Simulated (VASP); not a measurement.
# BaTiO3 in VASP: further runs

Aim: see how the results for BaTiO3 move with the level of theory and the settings. Levels: RPBE+D3(BJ), PBE, LDA. Tasks: single point.

All numbers are computed with VASP 6.6.1; they aren't measurements. Logs are shortened: lines on timing, memory, paths and dates and some standing lists are left out, and cuts for length are marked.

## (1) The cell of the first run

It takes space group P4mm (No. 99, tetragonal). The conventional cell has a = 4.078 Å, b = 4.078 Å, c = 4.097 Å, α = 90.00°, β = 90.00°, γ = 90.00°. Within 3.7 Å of Ba (site symmetry 4mm) lie 12 O at 2.84 to 2.94 Å and 8 Ti at 3.51 to 3.56 Å. Ti (site symmetry 4mm) has 6 O at 1.93 to 2.17 Å within 2.6 Å. Within 2.7 Å of O (site symmetry 2mm) lie 2 Ti at 2.04 Å. O (site symmetry 4mm) has 2 Ti at 1.93 to 2.17 Å within 2.6 Å.

## (2) Single point, RPBE+D3(BJ)

INCAR

```
  PREC = Accurate
  ENCUT = 520
  EDIFF = 1E-6
  ISMEAR = -1
  SIGMA = 0.05
  LREAL = False
  LASPH = True
  NELM = 60
  ALGO = Normal
  ISIF = 2
  LWAVE = False
  LCHARG = False
  GGA = RP
  IVDW = 12
  NBANDS = 28
```

KPOINTS

```
regular mesh
0
Gamma
  7 7 7
```

POSCAR

```
BaTiO3
1.0
    4.0782473671      0.0000000000      0.0000000000
    0.0000000000      4.0782473671      0.0000000000
    0.0000000000      0.0000000000      4.0968043205
Ba Ti O
1 1 3
Direct
    0.0000000000      0.0000000000      0.0000000000
    0.5000000000      0.5000000000      0.4900000000
    0.0000000000      0.5000000000      0.5170000000
    0.5000000000      0.0000000000      0.5170000000
    0.5000000000      0.5000000000      0.0190000000
```

Potentials or basis: VASP PAW PBE potentials, release 64 (Ba_sv, Ti_sv, O).

Launch:

```console
$ cat potpaw_PBE.64/Ba_sv/POTCAR potpaw_PBE.64/Ti_sv/POTCAR potpaw_PBE.64/O/POTCAR > POTCAR
$ mpirun -np 1 vasp_std > vasp.out
```

OUTCAR:

```text
PREC = Accurate
   ENCUT = 520
   EDIFF = 1E-6
   ISMEAR = -1
   LREAL = False
   LASPH = True
   NELM = 60
   ISIF = 2
   GGA = RP
   IVDW = 12
 IVDW          = 12

 ion  position               nearest neighbor table
   1  0.000  0.000  0.000-   3 2.84   4 2.84   3 2.84   4 2.84   5 2.88   5 2.88   5 2.88   5 2.88
                             4 2.94   3 2.94   4 2.94   3 2.94   2 3.51   2 3.51   2 3.51   2 3.51
   2  0.500  0.500  0.490-   5 1.93   4 2.04   3 2.04   4 2.04   3 2.04   5 2.17   1 3.51   1 3.51
                             1 3.51   1 3.51   1 3.56   1 3.56   1 3.56   1 3.56
   3  0.000  0.500  0.517-   2 2.04   2 2.04   1 2.84   1 2.84   1 2.94   1 2.94
   4  0.500  0.000  0.517-   2 2.04   2 2.04   1 2.84   1 2.84   1 2.94   1 2.94
   5  0.500  0.500  0.019-   2 1.93   2 2.17   1 2.88   1 2.88   1 2.88   1 2.88

  LATTYP: Found a simple tetragonal cell.
 ALAT       =     4.0782473671
 C/A-ratio  =     1.0045502275

  Lattice vectors:

 A1 = (   4.0782473671,   0.0000000000,   0.0000000000)
 A2 = (   0.0000000000,   4.0782473671,   0.0000000000)
 A3 = (   0.0000000000,   0.0000000000,   4.0968043205)

Analysis of symmetry for initial positions (statically):
=====================================================================
 Subroutine PRICEL returns:
 Original cell was already a primitive cell.

 Routine SETGRP: Setting up the symmetry group for a
 simple tetragonal supercell.

 Subroutine GETGRP returns: Found  8 space group operations
 (whereof  8 operations were pure point group operations)
 out of a pool of 16 trial point group operations.

The static configuration has the point symmetry C_4v.

Analysis of symmetry for dynamics (positions and initial velocities):
=====================================================================
 Subroutine PRICEL returns:
 Original cell was already a primitive cell.

 Routine SETGRP: Setting up the symmetry group for a
 simple tetragonal supercell.

 Subroutine GETGRP returns: Found  8 space group operations
 (whereof  8 operations were pure point group operations)
 out of a pool of 16 trial point group operations.

The dynamic configuration has the point symmetry C_4v.

 Subroutine INISYM returns: Found  8 space group operations
 (whereof  8 operations are pure point group operations),
 and found     1 'primitive' translations

----------------------------------------------------------------------------------------

                                     Primitive cell

  volume of cell :      68.1385

  direct lattice vectors                    reciprocal lattice vectors
     4.078247367  0.000000000  0.000000000     0.245203370  0.000000000  0.000000000
     0.000000000  4.078247367  0.000000000     0.000000000  0.245203370  0.000000000
     0.000000000  0.000000000  4.096804321     0.000000000  0.000000000  0.244092693

  length of vectors
     4.078247367  4.078247367  4.096804321     0.245203370  0.245203370  0.244092693

  position of ions in fractional coordinates (direct lattice)
     0.000000000  0.000000000  0.000000000
     0.500000000  0.500000000  0.490000000
     0.000000000  0.500000000  0.517000000
     0.500000000  0.000000000  0.517000000
     0.500000000  0.500000000  0.019000000

  ion indices of the primitive-cell ions
   primitive index   ion index
                 1           1
                 2           2
                 3           3
                 4           4
                 5           5

----------------------------------------------------------------------------------------

 KPOINTS: regular mesh

Automatic generation of k-mesh.
 Grid dimensions read from file:
 generate k-points for:    7    7    7

 Generating k-lattice:

  Cartesian coordinates                     Fractional coordinates (reciprocal lattice)
     0.035029053  0.000000000  0.000000000     0.142857143  0.000000000  0.000000000
     0.000000000  0.035029053  0.000000000     0.000000000  0.142857143  0.000000000
     0.000000000  0.000000000  0.034870385     0.000000000  0.000000000  0.142857143

  Length of vectors
     0.035029053  0.035029053  0.034870385

  Shift w.r.t. Gamma in fractional coordinates (k-lattice)
     0.000000000  0.000000000  0.000000000

 Subroutine IBZKPT returns following result:
 ===========================================

 Found     40 irreducible k-points:

 Following reciprocal coordinates:
            Coordinates               Weight
  0.000000  0.000000  0.000000      1.000000
  0.142857  0.000000  0.000000      4.000000
  0.285714  0.000000  0.000000      4.000000
  0.428571  0.000000  0.000000      4.000000
  0.142857  0.142857  0.000000      4.000000
  0.285714  0.142857  0.000000      8.000000
[... 16 lines left out ...]
  0.285714  0.000000  0.285714      8.000000
  0.428571  0.000000  0.285714      8.000000
 [... further k-points ...]
   k-points           NKPTS =     40   k-points in BZ     NKDIM =     40   number of bands    NBANDS=     28
[... 67 lines left out ...]
 cond. band min:       5.2481291513   @ k =   0.0000   0.0000   0.0000
 fundamental gap:      1.7752933747
 Fermi energy:         4.4157201033

 k-point     1 :       0.0000    0.0000    0.0000
  band No.  band energies     occupation
      1     -53.4384      2.00000
      2     -29.5710      2.00000
      3     -29.5473      2.00000
      4     -29.5473      2.00000
      5     -21.5110      2.00000
      6     -13.3164      2.00000
[... 20 lines left out ...]
     27       8.6489      0.00000
     28      10.4006      0.00000

 k-point     2 :       0.1429    0.0000    0.0000
  band No.  band energies     occupation
      1     -53.4383      2.00000
      2     -29.5708      2.00000
      3     -29.5546      2.00000
      4     -29.5471      2.00000
      5     -21.4953      2.00000
      6     -13.3208      2.00000
[... 20 lines left out ...]
     27       8.9935      0.00000
     28      10.8658      0.00000

 k-point     3 :       0.2857    0.0000    0.0000
  band No.  band energies     occupation
      1     -53.4380      2.00000
      2     -29.5712      2.00000
      3     -29.5700      2.00000
      4     -29.5465      2.00000
      5     -21.4595      2.00000
      6     -13.3738      2.00000
[... 20 lines left out ...]
     27       9.8727      0.00000
     28      11.5985      0.00000

 k-point     4 :       0.4286    0.0000    0.0000
  band No.  band energies     occupation
      1     -53.4377      2.00000
      2     -29.5841      2.00000
      3     -29.5697      2.00000
      4     -29.5460      2.00000
      5     -21.4304      2.00000
      6     -13.4453      2.00000
[... 20 lines left out ...]
     27      10.7321      0.00000
     28      11.5165      0.00000

 k-point     5 :       0.1429    0.1429    0.0000
  band No.  band energies     occupation
      1     -53.4382      2.00000
      2     -29.5705      2.00000
      3     -29.5545      2.00000
      4     -29.5542      2.00000
      5     -21.4805      2.00000
      6     -13.3089      2.00000
[... 20 lines left out ...]
     27       9.3086      0.00000
     28      11.1327      0.00000

 k-point     6 :       0.2857    0.1429    0.0000
  band No.  band energies     occupation
      1     -53.4379      2.00000
      2     -29.5709      2.00000
      3     -29.5697      2.00000
      4     -29.5537      2.00000
      5     -21.4468      2.00000
      6     -13.3245      2.00000
[... 463 lines left out ...]
      5     -21.4615      2.00000
      6     -13.3421      2.00000
[... 20 lines left out ...]
     27       9.8829      0.00000
     28      11.5943      0.00000

 k-point    22 :       0.1429    0.0000    0.2857
  band No.  band energies     occupation
      1     -53.4379      2.00000
      2     -29.5934      2.00000
      3     -29.5537      2.00000
      4     -29.5462      2.00000
      5     -21.4488      2.00000
      6     -13.2904      2.00000
[... 20 lines left out ...]
     27      10.2277      0.00000
     28      11.8283      0.00000

 k-point    23 :       0.2857    0.0000    0.2857
  band No.  band energies     occupation
      1     -53.4376      2.00000
      2     -29.5926      2.00000
      3     -29.5699      2.00000
      4     -29.5457      2.00000
      5     -21.4198      2.00000
      6     -13.2006      2.00000
[... 20 lines left out ...]
     27      11.1463      0.00000
     28      11.7295      0.00000

 k-point    24 :       0.4286    0.0000    0.2857
  band No.  band energies     occupation
      1     -53.4373      2.00000
      2     -29.5919      2.00000
      3     -29.5828      2.00000
      4     -29.5452      2.00000
      5     -21.3962      2.00000
      6     -13.1711      2.00000
[... 20 lines left out ...]
     27      11.6074      0.00000
     28      12.1071      0.00000

 [... further k-points ...]

------------------------ aborting loop because EDIFF is reached ----------------------------------------

 Edisp (eV)   -7.35579

 E8    (eV) :    -5.1132

  FORCE on cell =-STRESS in cart. coord.  units (eV):
  Direction    XX          YY          ZZ          XY          YZ          ZX
  --------------------------------------------------------------------------------------
  -------------------------------------------------------------------------------------
  Total     -10.49384   -10.49384   -10.21964     0.00000     0.00000     0.00000
  in kB    -246.74756  -246.74756  -240.29995     0.00000     0.00000     0.00000
  external pressure =     -244.60 kB  Pullay stress =        0.00 kB

 VOLUME and BASIS-vectors are now :
 -----------------------------------------------------------------------------
  energy-cutoff  :      520.00
  volume of cell :       68.14
      direct lattice vectors                 reciprocal lattice vectors
     4.078247367  0.000000000  0.000000000     0.245203370  0.000000000  0.000000000
     0.000000000  4.078247367  0.000000000     0.000000000  0.245203370  0.000000000
     0.000000000  0.000000000  4.096804321     0.000000000  0.000000000  0.244092693

 POSITION                                       TOTAL-FORCE (eV/Angst)
 -----------------------------------------------------------------------------------
      0.00000      0.00000      0.00000        -0.000000     -0.000000      0.050898
      2.03912      2.03912      2.00743        -0.000000      0.000000     -0.356191
      0.00000      2.03912      2.11805         0.000000     -0.000000     -0.133618
      2.03912      0.00000      2.11805        -0.000000     -0.000000     -0.133618
      2.03912      2.03912      0.07784        -0.000000      0.000000      0.572529
 -----------------------------------------------------------------------------------
    total drift:                                0.000000      0.000000      0.000504

  FREE ENERGIE OF THE ION-ELECTRON SYSTEM (eV)
  ---------------------------------------------------
  free  energy   TOTEN  =       -45.3108857961 eV

  energy  without entropy=      -45.3108857942  energy(sigma->0) =      -45.31088580
```

Run time: 34 s. Hardware: 1 thread of Intel Xeon 6975P-C (Granite Rapids), shared host; peak memory 0.23 GiB.

What came out:

```
Free energy                : -45.3109 eV
Pressure                   : -24.5 GPa
Largest force              : 0.573 eV/Å
Band gap on the k mesh     : 1.78 eV, indirect (least direct gap 2.01 eV)
Dispersion energy per atom : -1.471 eV
```

Forces on the atoms (eV/Å):
```
Ba   0.000  0.000  0.051
Ti   0.000  0.000 -0.356
O    0.000  0.000 -0.134
O    0.000  0.000 -0.134
O    0.000  0.000  0.573
```

Stress tensor (GPa, compression positive):
```
-24.67   0.00   0.00
  0.00 -24.67   0.00
  0.00   0.00 -24.03
```

Caveat: the PAW data sets were made with another functional, which shifts forces and pressure a little; spin-orbit coupling is left out, which moves the levels of the heavy elements. As with any semilocal functional, this RPBE gap is likely too small.

## (3) Single point, PBE

INCAR

```
  PREC = Accurate
  ENCUT = 520
  EDIFF = 1E-7
  ISMEAR = -1
  SIGMA = 0.05
  LREAL = False
  LASPH = True
  NELM = 80
  ALGO = Normal
  ISIF = 2
  LWAVE = False
  LCHARG = True
  GGA = PE
  LELF = True
  LVHAR = True
  NBANDS = 28
```

KPOINTS

```
Automatic mesh
0
Gamma
  7 7 7
```

POSCAR is that of step 2.

Potentials or basis: VASP PAW PBE potentials, release 64 (Ba_sv, Ti_sv, O).

Launch:

```console
$ cat potpaw_PBE.64/Ba_sv/POTCAR potpaw_PBE.64/Ti_sv/POTCAR potpaw_PBE.64/O/POTCAR > POTCAR
$ mpirun -np 1 vasp_std > vasp.out
```

Run time: 37 s. Hardware: 1 thread of Intel Xeon 6975P-C (Granite Rapids), shared host; peak memory 0.22 GiB.

It converged, with:

* Free energy: -39.9715 eV
* Pressure: -5.0 GPa
* Largest force: 0.610 eV/Å
* Band gap on the k mesh: 1.74 eV, indirect (least direct gap 1.98 eV)

Forces in eV/Å, atoms in the order of the input:
```
Ba   0.000  0.000  0.023
Ti   0.000  0.000 -0.374
O    0.000  0.000 -0.129
O    0.000  0.000 -0.129
O    0.000  0.000  0.610
```

Stress tensor (GPa, compression positive):
```
-5.19  0.00  0.00
 0.00 -5.19  0.00
 0.00  0.00 -4.47
```

Levels at points of the mesh, in eV from the valence-band top:
```
           k point  band 17  band 18  band 19  band 20  band 21  band 22  band 23  band 24
(0.00, 0.00, 0.00)    -0.96    -0.26    -0.24    -0.24     1.74     1.94     1.94     3.66
```

Caveat: spin-orbit coupling is left out, which moves the levels of the heavy elements.

## (4) Single point, PBE

This run uses another cell than the first one, of 12.86 Å³/atom, 0.943 times its volume.

INCAR

```
SYSTEM = BaTiO3
PREC = Accurate ; ENCUT = 520
EDIFF = 1E-6 ; ISMEAR = -1
SIGMA = 0.05 ; LREAL = .False.
LASPH = .True. ; NELM = 80
ALGO = Normal ; ISIF = 2
LWAVE = .False. ; LCHARG = .False.
GGA = PE ; NBANDS = 28
```

KPOINTS

```
regular mesh
0
Gamma
  5 5 5
  0 0 0
```

POSCAR, as its differences from that of step 3:

```diff
@@ -2,5 +2,5 @@
 1.0
-    4.0782473671      0.0000000000      0.0000000000
-    0.0000000000      4.0782473671      0.0000000000
-    0.0000000000      0.0000000000      4.0968043205
+    3.9998000000     -0.0399980000      0.0000000000
+   -0.0399980000      3.9998000000      0.0000000000
+    0.0000000000      0.0000000000      4.0180000000
 Ba Ti O
```

Launch:

```console
$ cat potpaw_PBE.64/Ba_sv/POTCAR potpaw_PBE.64/Ti_sv/POTCAR potpaw_PBE.64/O/POTCAR > POTCAR
$ mpirun -np 1 vasp_std > vasp.out
```

It took 24 s on 1 thread of Intel Xeon 6975P-C (Granite Rapids), shared host; peak memory 0.19 GiB.

Results (log left out):

| Property | Result |
| --- | --- |
| Free energy | -39.9706 eV |
| Pressure | 4.2 GPa |
| Largest force | 0.281 eV/Å |
| Band gap on the k mesh | 1.92 eV, indirect (least direct gap 1.99 eV) |

Forces in eV/Å, atoms in the order of the input:
```
Ba   0.000  0.000  0.074
Ti   0.000  0.000 -0.132
O    0.000  0.000 -0.111
O    0.000  0.000 -0.111
O    0.000  0.000  0.281
```

Stress tensor (GPa, compression positive):
```
3.94 2.51 0.00
2.51 3.94 0.00
0.00 0.00 4.87
```

Levels at points of the mesh, in eV from the valence-band top:
```csv
k point,band 18,band 19,band 20,band 21,band 22,band 23
"(0.00, 0.00, 0.00)",-0.20,-0.15,-0.07,1.92,2.10,2.17
```

Caveat: spin-orbit coupling is left out, which moves the levels of the heavy elements.

## (5) Single point, LDA (volume scaled by 0.94)

INCAR

```
SYSTEM = BaTiO3
PREC = Accurate ; ENCUT = 520
EDIFF = 1E-6 ; ISMEAR = -1
SIGMA = 0.05 ; LREAL = .FALSE.
LASPH = .TRUE. ; NELM = 80
ALGO = Normal ; ISIF = 2
LWAVE = .FALSE. ; LCHARG = .FALSE.
GGA = CA ; NBANDS = 28
```

KPOINTS

```
regular mesh
0
G
  7 7 7
  0 0 0
```

POSCAR, as its differences from that of step 4:

```diff
@@ -2,5 +2,5 @@
 1.0
-    3.9998000000     -0.0399980000      0.0000000000
-   -0.0399980000      3.9998000000      0.0000000000
-    0.0000000000      0.0000000000      4.0180000000
+    3.9181485176      0.0000000000      0.0000000000
+    0.0000000000      3.9181485176      0.0000000000
+    0.0000000000      0.0000000000      3.9359769848
 Ba Ti O
```

Potentials or basis: VASP PAW LDA potentials, release 64 (Ba_sv, Ti_sv, O).

Launch:

```console
$ cat potpaw_LDA.64/Ba_sv/POTCAR potpaw_LDA.64/Ti_sv/POTCAR potpaw_LDA.64/O/POTCAR > POTCAR
$ mpirun -np 1 vasp_std > vasp.out
```

It took 28 s on 1 thread of Intel Xeon 6975P-C (Granite Rapids), shared host; peak memory 0.19 GiB.

Results (log left out):

```yaml
Free_energy: -44.1342 eV
Pressure: 5.1 GPa
Largest_force: 0.157 eV/Å
Band_gap_on_the_k_mesh: 1.90 eV, indirect (least direct gap 2.03 eV)
```

Forces on the atoms (eV/Å):
```
Ba   0.000  0.000  0.104
Ti   0.000  0.000  0.157
O    0.000  0.000 -0.106
O    0.000  0.000 -0.106
O    0.000  0.000 -0.049
```

Stress tensor (GPa, compression positive):
```
4.71 0.00 0.00
0.00 4.71 0.00
0.00 0.00 5.98
```

Levels at points of the mesh, in eV from the valence-band top:
```csv
k point,band 18,band 19,band 20,band 21,band 22,band 23
"(0.00, 0.00, 0.00)",-0.13,-0.13,-0.13,1.90,2.15,2.15
```

Caveat: the cell differs from its parent crystal (volume scaled by 0.94); spin-orbit coupling is left out, which moves the levels of the heavy elements. A k mesh can miss the band edges.

## (6) The runs side by side

```csv
level,potentials or basis,cell,k mesh,gap on the mesh (eV),pressure (GPa),largest force (eV/Å)
RPBE+D3(BJ),"VASP PAW PBE potentials, release 64 (Ba_sv, Ti_sv, O)","a = 4.078, b = 4.078, c = 4.097 Å, 5 atoms",7 × 7 × 7,1.78,-24.5,0.57
PBE,"VASP PAW PBE potentials, release 64 (Ba_sv, Ti_sv, O)","a = 4.078, b = 4.078, c = 4.097 Å, 5 atoms",7 × 7 × 7,1.74,-5.0,0.61
PBE,"VASP PAW PBE potentials, release 64 (Ba_sv, Ti_sv, O)","a = 4.000, b = 4.000, c = 4.018 Å, angles 90.0, 90.0, 91.1°, 5 atoms",5 × 5 × 5,1.92,4.2,0.28
LDA,"VASP PAW LDA potentials, release 64 (Ba_sv, Ti_sv, O)","a = 3.918, b = 3.918, c = 3.936 Å, 5 atoms",7 × 7 × 7,1.90,5.1,0.16
```

Alike in all rows: task single point; no spin polarisation; cutoff (eV) 520; smearing fermi-dirac 0.05 eV.

Caveats: spin-orbit coupling is left out, which moves the levels of the heavy elements; the PAW data sets were made with another functional, which shifts forces and pressure a little (some runs).

Total energies depend on the potentials used, so only differences within one code and one set of settings carry meaning.
